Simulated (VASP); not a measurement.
# C (Fd-3m) in VASP: notebook

Runs on C. Level: PBE. Tasks: G0W0 quasiparticle levels.

Program: VASP 6.6.1. These are calculated values, not measurements. Logs are shortened: lines on timing, memory, paths and dates and some standing lists are left out, and cuts for length are marked.

### 1 The cell of the first run

The structure is cubic, space group Fd-3m (No. 227). Conventional cell: a = 3.567 Å, b = 3.567 Å, c = 3.567 Å, α = 90.00°, β = 90.00°, γ = 90.00°. C (site symmetry -43m) has 4 C at 1.54 Å within 2.1 Å.

### 2 G0W0 quasiparticle levels, PBE

Input file POSCAR:

```
C
1.0
    0.0000000000      1.7835000000      1.7835000000
    1.7835000000      0.0000000000      1.7835000000
    1.7835000000      1.7835000000      0.0000000000
C
2
Direct
    0.0000000000      0.0000000000      0.0000000000
    0.2500000000      0.2500000000      0.2500000000
```

Input file INCAR.step1:

```
SYSTEM = C
PREC = Accurate
ENCUT = 500
EDIFF = 1E-8
ISMEAR = 0
SIGMA = 0.01
LREAL = .False.
LASPH = .True.
NELM = 60
ALGO = Normal
LWAVE = .True.
LCHARG = .False.
GGA = PE
```

Input file INCAR.step2:

```
SYSTEM = C
PREC = Accurate
ENCUT = 500
EDIFF = 1E-8
ISMEAR = 0
SIGMA = 0.01
LREAL = .False.
LASPH = .True.
NELM = 1
ALGO = Exact
LWAVE = .True.
LCHARG = .False.
GGA = PE
NBANDS = 222
LOPTICS = .True.
ISTART = 1
```

Input file INCAR.step3:

```
SYSTEM = C
PREC = Accurate
ENCUT = 500
EDIFF = 1E-8
ISMEAR = 0
SIGMA = 0.01
LREAL = .False.
LASPH = .True.
ALGO = EVGW0
LWAVE = .False.
LCHARG = .False.
GGA = PE
NELMGW = 1
NBANDS = 222
ENCUTGW = 200
NOMEGA = 48
PRECFOCK = Fast
ISTART = 1
NBANDSGW = 12
```

Input file KPOINTS:

```
regular mesh
0
Gamma
  2 2 2
  0 0 0
```

Potentials or basis: VASP PAW PBE potentials, release 64 (C_GW).

Command:

```sh
$ cat potpaw_PBE.64/C_GW/POTCAR > POTCAR
$ cp INCAR.step1 INCAR
$ mpirun -np 1 vasp_std > vasp.out
$ cp INCAR.step2 INCAR
$ mpirun -np 1 vasp_std > vasp.out
$ cp INCAR.step3 INCAR
$ mpirun -np 1 vasp_std > vasp.out
```

OUTCAR:

```text
SYSTEM = C
   PREC = Accurate
   ENCUT = 500
   EDIFF = 1E-8
   ISMEAR = 0
   LREAL = .False.
   LASPH = .True.
   GGA = PE
   NELMGW = 1
   ENCUTGW = 200
   PRECFOCK = Fast
   ISTART = 1

 ion  position               nearest neighbor table
   1  0.000  0.000  0.000-   2 1.54   2 1.54   2 1.54   2 1.54
   2  0.250  0.250  0.250-   1 1.54   1 1.54   1 1.54   1 1.54

  LATTYP: Found a face centered cubic cell.
 ALAT       =     3.5670000000

  Lattice vectors:

 A1 = (   0.0000000000,   1.7835000000,   1.7835000000)
 A2 = (   1.7835000000,   0.0000000000,   1.7835000000)
 A3 = (   1.7835000000,   1.7835000000,   0.0000000000)

Analysis of symmetry for initial positions (statically):
=====================================================================
 Subroutine PRICEL returns:
 Original cell was already a primitive cell.

 Routine SETGRP: Setting up the symmetry group for a
 face centered cubic supercell.

 Subroutine GETGRP returns: Found 48 space group operations
 (whereof 24 operations were pure point group operations)
 out of a pool of 48 trial point group operations.

The static configuration has the point symmetry T_d .
 The point group associated with its full space group is O_h .

Analysis of symmetry for dynamics (positions and initial velocities):
=====================================================================
 Subroutine PRICEL returns:
 Original cell was already a primitive cell.

 Routine SETGRP: Setting up the symmetry group for a
 face centered cubic supercell.

 Subroutine GETGRP returns: Found 48 space group operations
 (whereof 24 operations were pure point group operations)
 out of a pool of 48 trial point group operations.

The dynamic configuration has the point symmetry T_d .
 The point group associated with its full space group is O_h .

 Subroutine INISYM returns: Found 48 space group operations
 (whereof 24 operations are pure point group operations),
 and found     1 'primitive' translations

----------------------------------------------------------------------------------------

                                     Primitive cell

  volume of cell :      11.3462

  direct lattice vectors                    reciprocal lattice vectors
     0.000000000  1.783500000  1.783500000    -0.280347631  0.280347631  0.280347631
     1.783500000  0.000000000  1.783500000     0.280347631 -0.280347631  0.280347631
     1.783500000  1.783500000  0.000000000     0.280347631  0.280347631 -0.280347631

  length of vectors
     2.522249888  2.522249888  2.522249888     0.485576341  0.485576341  0.485576341

  position of ions in fractional coordinates (direct lattice)
     0.000000000  0.000000000  0.000000000
     0.250000000  0.250000000  0.250000000

  ion indices of the primitive-cell ions
   primitive index   ion index
                 1           1
                 2           2

----------------------------------------------------------------------------------------

 KPOINTS: regular mesh

Automatic generation of k-mesh.
 Grid dimensions read from file:
 generate k-points for:    2    2    2

 Generating k-lattice:

  Cartesian coordinates                     Fractional coordinates (reciprocal lattice)
    -0.140173816  0.140173816  0.140173816     0.500000000  0.000000000  0.000000000
     0.140173816 -0.140173816  0.140173816     0.000000000  0.500000000  0.000000000
     0.140173816  0.140173816 -0.140173816     0.000000000  0.000000000  0.500000000

  Length of vectors
     0.242788170  0.242788170  0.242788170

  Shift w.r.t. Gamma in fractional coordinates (k-lattice)
     0.000000000  0.000000000  0.000000000

 Subroutine IBZKPT returns following result:
 ===========================================

 Found      3 irreducible k-points:

 Following reciprocal coordinates:
            Coordinates               Weight
  0.000000  0.000000  0.000000      1.000000
  0.500000  0.000000  0.000000      4.000000
  0.500000  0.500000  0.000000      3.000000
   k-points           NKPTS =      3   k-points in BZ     NKDIM =      8   number of bands    NBANDS=    222
   number of dos      NEDOS =    301   number of ions     NIONS =      2
   total plane-waves  NPLWV =   5832
   dimension x,y,z NGX =    18 NGY =   18 NGZ =   18
   dimension x,y,z NGXF=    36 NGYF=   36 NGZF=   36
   ions per type =               2
   NGX,Y,Z   is equivalent  to a cutoff of  11.86, 11.86, 11.86 a.u.
   NGXF,Y,Z  is equivalent  to a cutoff of  23.73, 23.73, 23.73 a.u.
 SYSTEM =  C
   PREC   = accura    normal or accurate (medium, high low for compatibility)
   ISTART =      1    job   : 0-new  1-cont  2-samecut
   ICHARG =      0    charge: 1-file 2-atom 10-const
   ISPIN  =      1    spin polarized calculation?
   LNONCOLLINEAR =      F non collinear calculations
   LSORBIT =      F    spin-orbit coupling
   LASPH  =      T    aspherical Exc in radial PAW
   ENCUT  =  500.0 eV  36.75 Ry    6.06 a.u.   4.60  4.60  4.60*2*pi/ulx,y,z
   NELM   =     60;   NELMIN=  2; NELMDL=  0     # of ELM steps
   EDIFF  = 0.1E-07   stopping-criterion for ELM
   LREAL  =      F    real-space projection
   EDIFFG = 0.1E-06   stopping-criterion for IOM
   NSW    =      0    number of steps for IOM
   IBRION =     -1    ionic relax: 0-MD 1-quasi-New 2-CG
   NFREE  =      0    steps in history (QN), initial steepest desc. (CG)
   ISIF   =      0    stress and relaxation
   ISYM   =      3    0-nonsym 1-usesym 2-fastsym
   POTIM  = 0.5000    time-step for ionic-motion
   TEBEG  =    0.0;   TEEND  =   0.0 temperature during run
   PSTRESS=    0.0 pullay stress
   NELECT =       8.0000    total number of electrons
   NUPDOWN=      -1.0000    fix difference up-down
   EMIN   =  10.00;   EMAX   =-10.00  energy-range for DOS
   EFERMI =   0.00;   METHOD = LEGACY
   ISMEAR =     0;   SIGMA  =   0.01  broadening in eV -4-tet -1-fermi 0-gaus
   EFERMI_NEDOS =   21; number of points for ismear=-14 and -15
   IALGO  =     38    algorithm
   IMIX   =      4    mixing-type and parameters
     AMIX     =   0.40;   BMIX     =  1.00
     AMIX_MAG =   1.60;   BMIX_MAG =  1.00
  volume/ion in A,a.u.               =       5.67        38.28
  Fermi-wavevector in a.u.,A,eV,Ry     =   1.457097  2.753514 28.886949  2.123131
  Thomas-Fermi vector in A             =   2.573938
   LORBIT       =      0    0 simple, 1 ext, 2 COOP (PROOUT), +10 PAW based schemes
   GGA     = PE    functional components
   LHFCALC =     T    Hartree Fock is set to
   PRECFOCK=fast      Normal, Fast or Accurate (Low or Medium for compatibility)
   ENCUT4O =  -1.0   cutoff for four orbital integrals eV
   NKREDX  =     1    reduce k-point grid by
   NKREDY  =     1    reduce k-point grid by
   NKREDZ  =     1    reduce k-point grid by
   AEXX    =    1.0000 exact exchange contribution
   HFSCREEN=    0.0000 screening length (either q_TF or 0.3 A-1)
   HFSCREENC=   0.0000 screening length for correlation (either q_TF or 0.3 A-1)
   ENCUTFOCK=  -1.0 apply spherical cutoff to Coloumb kernel
   IVDW    =     0    specifies the selected vdW correction
   LEPSILON=     F    determine dielectric tensor
   LRPA    =     F    only Hartree local field effects (RPA)
   LRPAFORCE           =     F    calculate RPA forces
   ENCUTGW             = 200.0    cutoff for response function in eV
   ENCUTGWSOFT         = 160.0    soft cutoff for Coulomb kernel in GW response function in eV
   ENCUTLF             =  -1.0    cutoff for local field effects
   NELMGW              =     1    number of iterations in solving QP/BSE equation
   NELMHF              =     1    number of iterations in the inner HF iteration
   NKREDLFX            =     1    NKREDLFY  =   1   NKREDLFZ  =   1
 non-spin polarized calculation
 Gauss-broadening in eV      SIGMA  =   0.01
  energy-cutoff  :      500.00
  volume of cell :       11.35
 maximum number of plane-waves:       302
  NGX = 12; NGY = 12; NGZ = 12
   NGX =  9   NGY =  9   NGZ =  9
 maximum number of plane-waves:        76

 QP shifts <psi_nk| G(iteration)W_0 |psi_nk>: iteration 1
 for sc-GW calculations column KS-energies equals QP-energies in previous step
 and V_xc(KS)=  KS-energies - (<T + V_ion + V_H > + <T+V_H+V_ion>^1  + <V_x>^1)

 k-point   1 :       0.0000    0.0000    0.0000
  band No.  KS-energies  QP-energies   sigma(KS)   V_xc(KS)     V^pw_x(r,r')   Z            occupation Imag(sigma)

      1     -11.4776     -13.3619     -17.1778     -14.6954     -25.1098       0.7590       2.0000       1.6097
      2      10.1498       9.3224     -17.8780     -16.8717     -21.2529       0.8223       2.0000       0.1404
      3      10.1498       9.3224     -17.8780     -16.8717     -21.2529       0.8223       2.0000       0.1404
      4      10.1498       9.3224     -17.8780     -16.8717     -21.2529       0.8223       2.0000       0.1404
      5      15.6456      16.3465     -14.6039     -15.4727      -8.0420       0.8067       0.0000      -0.1969
      6      15.6456      16.3465     -14.6039     -15.4727      -8.0420       0.8067       0.0000      -0.1969
      7      15.6456      16.3465     -14.6039     -15.4727      -8.0420       0.8067       0.0000      -0.1969
      8      23.4634      23.8629     -15.7999     -16.3300      -7.0290       0.7536       0.0000      -0.5033
      9      29.2469      28.9176     -11.9968     -11.5901      -4.0328       0.8099       0.0000      -0.5586
     10      36.4085      36.8378     -13.2680     -13.8003      -5.5976       0.8065       0.0000      -0.4617
     11      36.4085      36.8378     -13.2680     -13.8003      -5.5976       0.8065       0.0000      -0.4617
     12      37.3600      37.3262     -11.2724     -11.2309      -2.9701       0.8158       0.0000      -1.0056

 k-point   2 :       0.5000    0.0000    0.0000
  band No.  KS-energies  QP-energies   sigma(KS)   V_xc(KS)     V^pw_x(r,r')   Z            occupation Imag(sigma)

      1      -5.6559      -7.6759     -17.8502     -15.6342     -24.3765       0.9116       2.0000       1.1417
      2      -3.3771      -4.6777     -16.0975     -14.4858     -21.6326       0.8070       2.0000       0.5816
      3       7.3167       6.4473     -17.5419     -16.4629     -21.2830       0.8058       2.0000       0.1679
      4       7.3167       6.4473     -17.5419     -16.4629     -21.2830       0.8058       2.0000       0.1679
      5      18.4938      19.1441     -14.2376     -15.0500      -7.3313       0.8006       0.0000      -0.2300
      6      18.4938      19.1441     -14.2376     -15.0500      -7.3313       0.8006       0.0000      -0.2300
      7      18.9220      19.2255     -15.2138     -15.5954      -7.9394       0.7952       0.0000      -0.2473
      8      25.7323      26.1432     -13.1015     -13.6254      -4.9678       0.7843       0.0000      -0.4615
      9      31.9646      32.3407     -13.2640     -13.7286      -4.8036       0.8096       0.0000      -0.6957
     10      34.2347      34.6943     -13.4852     -14.0780      -4.5478       0.7754       0.0000      -0.8431
     11      35.9007      36.4254     -13.0144     -13.6624      -4.6318       0.8099       0.0000      -0.7996
     12      35.9007      36.4254     -13.0144     -13.6624      -4.6318       0.8099       0.0000      -0.7996

 k-point   3 :       0.5000    0.5000    0.0000
  band No.  KS-energies  QP-energies   sigma(KS)   V_xc(KS)     V^pw_x(r,r')   Z            occupation Imag(sigma)

      1      -2.7201      -4.2225     -17.3842     -15.5207     -23.1138       0.8063       2.0000       0.6763
      2      -2.7201      -4.2225     -17.3842     -15.5207     -23.1138       0.8063       2.0000       0.6763
      3       3.7678       2.7942     -16.9860     -15.7593     -21.2582       0.7936       2.0000       0.2108
      4       3.7678       2.7942     -16.9860     -15.7593     -21.2582       0.7936       2.0000       0.2108
      5      14.7103      14.7338     -13.3078     -13.3365      -6.8475       0.8175       0.0000      -0.1817
      6      14.7103      14.7338     -13.3078     -13.3365      -6.8475       0.8175       0.0000      -0.1817
      7      27.0104      28.2921     -15.5246     -17.0435      -6.8219       0.8438       0.0000      -0.7256
      8      27.0104      28.2921     -15.5246     -17.0435      -6.8219       0.8438       0.0000      -0.7256
      9      33.3666      34.0953     -14.2627     -15.1800      -5.2072       0.7944       0.0000      -0.7999
     10      33.3666      34.0953     -14.2627     -15.1800      -5.2072       0.7944       0.0000      -0.7999
     11      42.3069      42.7520     -12.5479     -13.0865      -4.5151       0.8263       0.0000      -0.8052
     12      42.3069      42.7520     -12.5479     -13.0865      -4.5151       0.8263       0.0000      -0.8052
```

It took 19 s on 1 thread of AMD EPYC 7R13, shared host; peak memory 0.09 GiB.

Results:

| Quantity | Value |
| --- | --- |
| Band gap on the k mesh, mean-field level | 4.56 eV, indirect (least direct gap 5.50 eV) |
| Quasiparticle gap | 5.41 eV |
| Least direct quasiparticle gap | 7.02 eV |

Caveat: the k points lie up to 1.53 Å⁻¹ apart; bands, screening cutoff and mesh are small and nothing is extrapolated, so the quasiparticle values aren't converged. A k mesh can miss the band edges.

(Continued in part 2 of 3.)
